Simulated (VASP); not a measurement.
# Cd3O2 (P4/mmm) in VASP: single point with PBE

Aim: the single point of Cd3O2 with PBE.

Program: VASP 6.6.1. These are calculated values, not measurements. Logs are shortened: lines on timing, memory, paths and dates and some standing lists are left out, and cuts for length are marked.

### 1 The cell of the first run

The structure is tetragonal, space group P4/mmm (No. 123). Conventional cell: a = 3.174 Å, b = 3.174 Å, c = 10.550 Å, α = 90.00°, β = 90.00°, γ = 90.00°. Cd (site symmetry 4mm) has 1 O at 2.02 Å within 2.7 Å. Cd (site symmetry 4/mmm) has 4 O at 2.24 Å within 3.0 Å. Within 2.7 Å of O (site symmetry 4/mmm) lie 2 Cd at 2.02 Å. O (site symmetry 4/mmm) has 4 Cd at 2.24 Å within 3.0 Å.

The cell was generated, and may not be a known phase.

### 2 Single point, PBE

Contents of INCAR:

```
  ALGO = Normal
  EDIFF = 1E-6
  ENCUT = 700
  GGA = PE
  GGA_COMPAT = False
  ISIF = 2
  ISMEAR = 0
  LASPH = True
  LCHARG = False
  LREAL = False
  LWAVE = False
  NBANDS = 44
  NELM = 120
  PREC = Accurate
  SIGMA = 0.2
```

Contents of KPOINTS:

```
k-points
0
Gamma
  4 4 3
```

Contents of POSCAR:

```
Cd3O2
1.0
    3.1741668322      0.0000000000      0.0000000000
    0.0000000000      3.1741668322      0.0000000000
    0.0000000000      0.0000000000     10.5495431130
Cd O
3 2
Direct
    0.5000000000      0.5000000000      0.8087360846
    0.5000000000      0.5000000000      0.1912639154
    0.5000000000      0.5000000000      0.5000000000
    0.5000000000      0.5000000000      0.0000000000
    0.0000000000      0.0000000000      0.5000000000
```

Potentials or basis: VASP PAW PBE potentials, release 64 (Cd_sv_GW, O).

Started as:

```bash
cat potpaw_PBE.64/Cd_sv_GW/POTCAR potpaw_PBE.64/O/POTCAR > POTCAR
mpirun -np 1 vasp_std > vasp.out
```

OUTCAR:

```text
EDIFF = 1E-6
   ENCUT = 700
   GGA = PE
   ISIF = 2
   ISMEAR = 0
   LASPH = True
   LREAL = False
   NELM = 120
   PREC = Accurate

 ion  position               nearest neighbor table
   1  0.500  0.500  0.809-   4 2.02
   2  0.500  0.500  0.191-   4 2.02
   3  0.500  0.500  0.500-   5 2.24   5 2.24   5 2.24   5 2.24
   4  0.500  0.500  0.000-   1 2.02   2 2.02
   5  0.000  0.000  0.500-   3 2.24   3 2.24   3 2.24   3 2.24

  LATTYP: Found a simple tetragonal cell.
 ALAT       =     3.1741668322
 C/A-ratio  =     3.3235628972

  Lattice vectors:

 A1 = (   3.1741668322,   0.0000000000,   0.0000000000)
 A2 = (   0.0000000000,   3.1741668322,   0.0000000000)
 A3 = (   0.0000000000,   0.0000000000,  10.5495431130)

Analysis of symmetry for initial positions (statically):
=====================================================================
 Subroutine PRICEL returns:
 Original cell was already a primitive cell.

 Routine SETGRP: Setting up the symmetry group for a
 simple tetragonal supercell.

 Subroutine GETGRP returns: Found 16 space group operations
 (whereof 16 operations were pure point group operations)
 out of a pool of 16 trial point group operations.

The static configuration has the point symmetry D_4h.

Analysis of symmetry for dynamics (positions and initial velocities):
=====================================================================
 Subroutine PRICEL returns:
 Original cell was already a primitive cell.

 Routine SETGRP: Setting up the symmetry group for a
 simple tetragonal supercell.

 Subroutine GETGRP returns: Found 16 space group operations
 (whereof 16 operations were pure point group operations)
 out of a pool of 16 trial point group operations.

The dynamic configuration has the point symmetry D_4h.

 Subroutine INISYM returns: Found 16 space group operations
 (whereof 16 operations are pure point group operations),
 and found     1 'primitive' translations

----------------------------------------------------------------------------------------

                                     Primitive cell

  volume of cell :     106.2902

  direct lattice vectors                    reciprocal lattice vectors
     3.174166832  0.000000000  0.000000000     0.315043302  0.000000000  0.000000000
     0.000000000  3.174166832  0.000000000     0.000000000  0.315043302  0.000000000
     0.000000000  0.000000000 10.549543113     0.000000000  0.000000000  0.094790835

  length of vectors
     3.174166832  3.174166832 10.549543113     0.315043302  0.315043302  0.094790835

  position of ions in fractional coordinates (direct lattice)
     0.500000000  0.500000000  0.808736085
     0.500000000  0.500000000  0.191263915
     0.500000000  0.500000000  0.500000000
     0.500000000  0.500000000  0.000000000
     0.000000000  0.000000000  0.500000000

  ion indices of the primitive-cell ions
   primitive index   ion index
                 1           1
                 2           2
                 3           3
                 4           4
                 5           5

----------------------------------------------------------------------------------------

 KPOINTS: k-points

Automatic generation of k-mesh.
 Grid dimensions read from file:
 generate k-points for:    4    4    3

 Generating k-lattice:

  Cartesian coordinates                     Fractional coordinates (reciprocal lattice)
     0.078760826  0.000000000  0.000000000     0.250000000  0.000000000  0.000000000
     0.000000000  0.078760826  0.000000000     0.000000000  0.250000000  0.000000000
     0.000000000  0.000000000  0.031596945     0.000000000  0.000000000  0.333333333

  Length of vectors
     0.078760826  0.078760826  0.031596945

  Shift w.r.t. Gamma in fractional coordinates (k-lattice)
     0.000000000  0.000000000  0.000000000

 Subroutine IBZKPT returns following result:
 ===========================================

 Found     12 irreducible k-points:

 Following reciprocal coordinates:
            Coordinates               Weight
  0.000000  0.000000  0.000000      1.000000
  0.250000  0.000000  0.000000      4.000000
  0.500000  0.000000  0.000000      2.000000
  0.250000  0.250000  0.000000      4.000000
  0.500000  0.250000  0.000000      4.000000
  0.500000  0.500000  0.000000      1.000000
  0.000000  0.000000  0.333333      2.000000
  0.250000  0.000000  0.333333      8.000000
  0.500000  0.000000  0.333333      4.000000
  0.250000  0.250000  0.333333      8.000000
  0.500000  0.250000  0.333333      8.000000
  0.500000  0.500000  0.333333      2.000000
   k-points           NKPTS =     12   k-points in BZ     NKDIM =     12   number of bands    NBANDS=     44
   number of dos      NEDOS =    301   number of ions     NIONS =      5
   total plane-waves  NPLWV =  75264
   dimension x,y,z NGX =    28 NGY =   28 NGZ =   96
   dimension x,y,z NGXF=    56 NGYF=   56 NGZF=  192
   ions per type =               3   2
   NGX,Y,Z   is equivalent  to a cutoff of  14.66, 14.66, 15.13 a.u.
   NGXF,Y,Z  is equivalent  to a cutoff of  29.33, 29.33, 30.26 a.u.
 SYSTEM =  unknown system
   PREC   = accura    normal or accurate (medium, high low for compatibility)
   ISTART =      0    job   : 0-new  1-cont  2-samecut
   ICHARG =      2    charge: 1-file 2-atom 10-const
   ISPIN  =      1    spin polarized calculation?
   LNONCOLLINEAR =      F non collinear calculations
   LSORBIT =      F    spin-orbit coupling
   LASPH  =      T    aspherical Exc in radial PAW
   ENCUT  =  700.0 eV  51.45 Ry    7.17 a.u.   6.85  6.85 22.76*2*pi/ulx,y,z
   NELM   =    120;   NELMIN=  2; NELMDL= -5     # of ELM steps
   EDIFF  = 0.1E-05   stopping-criterion for ELM
   LREAL  =      F    real-space projection
   EDIFFG = 0.1E-04   stopping-criterion for IOM
   NSW    =      0    number of steps for IOM
   IBRION =     -1    ionic relax: 0-MD 1-quasi-New 2-CG
   NFREE  =      0    steps in history (QN), initial steepest desc. (CG)
   ISIF   =      2    stress and relaxation
   ISYM   =      2    0-nonsym 1-usesym 2-fastsym
   POTIM  = 0.5000    time-step for ionic-motion
   TEBEG  =    0.0;   TEEND  =   0.0 temperature during run
   PSTRESS=    0.0 pullay stress
   NELECT =      72.0000    total number of electrons
   NUPDOWN=      -1.0000    fix difference up-down
   EMIN   =  10.00;   EMAX   =-10.00  energy-range for DOS
   EFERMI =   0.00;   METHOD = LEGACY
   ISMEAR =     0;   SIGMA  =   0.20  broadening in eV -4-tet -1-fermi 0-gaus
   EFERMI_NEDOS =   21; number of points for ismear=-14 and -15
   IALGO  =     38    algorithm
   IMIX   =      4    mixing-type and parameters
     AMIX     =   0.40;   BMIX     =  1.00
     AMIX_MAG =   1.60;   BMIX_MAG =  1.00
  volume/ion in A,a.u.               =      21.26       143.46
  Fermi-wavevector in a.u.,A,eV,Ry     =   1.437765  2.716982 28.125536  2.067169
  Thomas-Fermi vector in A             =   2.556807
   LORBIT       =      0    0 simple, 1 ext, 2 COOP (PROOUT), +10 PAW based schemes
   GGA     = PE    functional components
   LHFCALC =     F    Hartree Fock is set to
   AEXX    =    0.0000 exact exchange contribution
   IVDW    =     0    specifies the selected vdW correction
   LEPSILON=     F    determine dielectric tensor
   LRPA    =     F    only Hartree local field effects (RPA)
 non-spin polarized calculation
 Gauss-broadening in eV      SIGMA  =   0.20
  energy-cutoff  :      700.00
  volume of cell :      106.29
 maximum number of plane-waves:      4496
 NGX is ok and might be reduce to    28
   NGX = 13   NGY = 13   NGZ = 45

 number of electron      71.9999987 magnetization

 Free energy of the ion-electron system (eV)
  ---------------------------------------------------
  ext. energy  EPLUGINS =         0.00000000
  ---------------------------------------------------
  free energy    TOTEN  =       -13.03812601 eV

  energy without entropy =      -12.95424705  energy(sigma->0) =      -12.99618653

 E-fermi :   2.4237     XC(G=0):  -9.5443

 val. band max:        2.4024777829   @ k =   0.2500   0.2500   0.3333
 cond. band min:       2.4520017811   @ k =   0.5000   0.0000   0.0000
 fundamental gap:      0.0495239983
 Fermi energy:         2.4236521611

 k-point     1 :       0.0000    0.0000    0.0000
  band No.  band energies     occupation
      1     -99.7479      2.00000
      2     -99.7479      2.00000
      3     -99.0878      2.00000
      4     -60.8343      2.00000
      5     -60.8343      2.00000
      6     -60.8343      2.00000
[... 36 lines left out ...]
     43      12.9657      0.00000
     44      13.2261      0.00000

 k-point     2 :       0.2500    0.0000    0.0000
  band No.  band energies     occupation
      1     -99.7476      2.00000
      2     -99.7476      2.00000
      3     -99.0875      2.00000
      4     -60.8419      2.00000
      5     -60.8419      2.00000
      6     -60.8338      2.00000
[... 36 lines left out ...]
     43      11.9504      0.00000
     44      12.1700      0.00000

 k-point     3 :       0.5000    0.0000    0.0000
  band No.  band energies     occupation
      1     -99.7472      2.00000
      2     -99.7472      2.00000
      3     -99.0871      2.00000
      4     -60.8495      2.00000
      5     -60.8495      2.00000
      6     -60.8333      2.00000
[... 36 lines left out ...]
     43      11.1879      0.00000
     44      11.4694      0.00000

 k-point     4 :       0.2500    0.2500    0.0000
  band No.  band energies     occupation
      1     -99.7472      2.00000
      2     -99.7472      2.00000
      3     -99.0871      2.00000
      4     -60.8414      2.00000
      5     -60.8414      2.00000
      6     -60.8413      2.00000
[... 318 lines left out ...]
     43       9.8170      0.00000
     44      10.6105      0.00000

 k-point    11 :       0.5000    0.2500    0.3333
  band No.  band energies     occupation
      1     -99.7469      2.00000
      2     -99.7469      2.00000
      3     -99.0868      2.00000
      4     -60.8489      2.00000
      5     -60.8489      2.00000
      6     -60.8408      2.00000
[... 36 lines left out ...]
     43      11.1484      0.00000
     44      11.3105      0.00000

 k-point    12 :       0.5000    0.5000    0.3333
  band No.  band energies     occupation
      1     -99.7465      2.00000
      2     -99.7465      2.00000
      3     -99.0864      2.00000
      4     -60.8483      2.00000
      5     -60.8483      2.00000
      6     -60.8483      2.00000
[... 36 lines left out ...]
     43       9.3882      0.00000
     44       9.8001      0.00000

------------------------ aborting loop because EDIFF is reached ----------------------------------------

  FORCE on cell =-STRESS in cart. coord.  units (eV):
  Direction    XX          YY          ZZ          XY          YZ          ZX
  --------------------------------------------------------------------------------------
  -------------------------------------------------------------------------------------
  Total       -0.0400917     -0.0400917      0.4040167      0.0000000      0.0000000      0.0000000
  in kB       -0.6043269     -0.6043269      6.0899918      0.0000000      0.0000000      0.0000000
  external PRESSURE =       1.6271127 kB  Pullay stress =       0.0000000 kB

 VOLUME and BASIS-vectors are now :
 -----------------------------------------------------------------------------
  energy-cutoff  :      700.00
  volume of cell :      106.29
      direct lattice vectors                 reciprocal lattice vectors
     3.174166832  0.000000000  0.000000000     0.315043302  0.000000000  0.000000000
     0.000000000  3.174166832  0.000000000     0.000000000  0.315043302  0.000000000
     0.000000000  0.000000000 10.549543113     0.000000000  0.000000000  0.094790835

 POSITION                                       TOTAL-FORCE (eV/Angst)
 -----------------------------------------------------------------------------------
      1.58708      1.58708      8.53180        -0.000000     -0.000000     -0.041528
      1.58708      1.58708      2.01775         0.000000     -0.000000      0.041528
      1.58708      1.58708      5.27477        -0.000000      0.000000      0.000000
      1.58708      1.58708      0.00000        -0.000000      0.000000      0.000000
      0.00000      0.00000      5.27477        -0.000000      0.000000      0.000000
 -----------------------------------------------------------------------------------
    total drift:                                0.000000      0.000000      0.000000

  FREE ENERGIE OF THE ION-ELECTRON SYSTEM (eV)
  ---------------------------------------------------
  free  energy   TOTEN  =       -13.0381260064 eV

  energy  without entropy=      -12.9542470479  energy(sigma->0) =      -12.99618653
```

Run time: 2.7 min. Hardware: 1 thread of Intel Xeon Platinum 8375C at 2.90GHz (Ice Lake), shared host; peak memory 0.31 GiB.

What came out:

```
Free energy            : -13.0381 eV
Pressure               : 0.2 GPa
Largest force          : 0.042 eV/Å
Band gap on the k mesh : zero (bands 36 and 37 overlap by 2.03 eV)
```

Forces on the atoms (eV/Å):
```
Cd   0.000  0.000 -0.042
Cd   0.000  0.000  0.042
Cd   0.000  0.000  0.000
O    0.000  0.000  0.000
O    0.000  0.000  0.000
```

Caveat: the k points lie up to 0.49 Å⁻¹ apart, too coarse for converged energies and pressures of a metal.

The gap in the log of VASP goes by the Fermi energy; the results here count the filled bands.